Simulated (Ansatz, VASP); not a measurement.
# C: VASP beside Ansatz

The input INCAR:

```
ALGO = Normal
EDIFF = 1E-6
ENCUT = 910
GGA = PS
GGA_COMPAT = False
ISIF = 2
ISMEAR = 0
LASPH = True
LCHARG = False
LREAL = False
LWAVE = False
NBANDS = 11
NELM = 120
PREC = Accurate
SIGMA = 0.05
```

The input KPOINTS:

```
k-points
0
Gamma
  12 12 12
```

The input POSCAR:

```
C
1.0
    0.0000000000      1.7482398495      1.8356518420
    1.7482398495      0.0000000000      1.8356518420
    1.7482398495      1.7482398495      0.0000000000
C
2
Direct
    0.5000000000      0.5000000000      0.5000000000
    0.7500000000      0.7500000000      0.7500000000
```

Input for Ansatz:

```yaml
crystal:
  lattice:
    - [0.0, 1.7482398495, 1.835651842]
    - [1.7482398495, 0.0, 1.835651842]
    - [1.7482398495, 1.7482398495, 0.0]
  atoms:
    - { symbol: C, position: [0.5, 0.5, 0.5] }
    - { symbol: C, position: [0.75, 0.75, 0.75] }
basis:
  ecutwfc: 420
kpoints:
  mp_grid: { grid: [12, 12, 12] }
hamiltonian:
  xc: pbesol
scf:
  occupations: { method: gaussian, width: 0.05 }
output:
  forces: true
  stress: true
  eigenvalues: true
```

Alike in both runs: task single point; functional PBEsol; k mesh 12 × 12 × 12; occupations gaussian, width 0.05 eV; no spin polarisation.

|  | VASP | Ansatz |
| --- | --- | --- |
| version | VASP 6.6.1 | Ansatz 0.2.0 |
| potentials or method | VASP PAW PBE potentials, release 64 (C_h), cutoff 910 eV | scalar-relativistic, plane waves, PAW |
| valence electrons in the cell | 8 | 8 |

Ansatz gave:

```
gap on the k mesh at the Fermi level (eV) : 3.44
least direct gap on the mesh (eV)         : 5.13
```

Estimate VASP's values.

gap on the k mesh at the Fermi level (eV): 3.45; least direct gap on the mesh (eV): 5.14.

VASP's potentials were made for PBE, not for PBEsol. The functional is the same, so the differences come from potentials, cutoffs and numerics.

Noted on VASP's run: the cutoff is short for stress, so the pressure is rough.
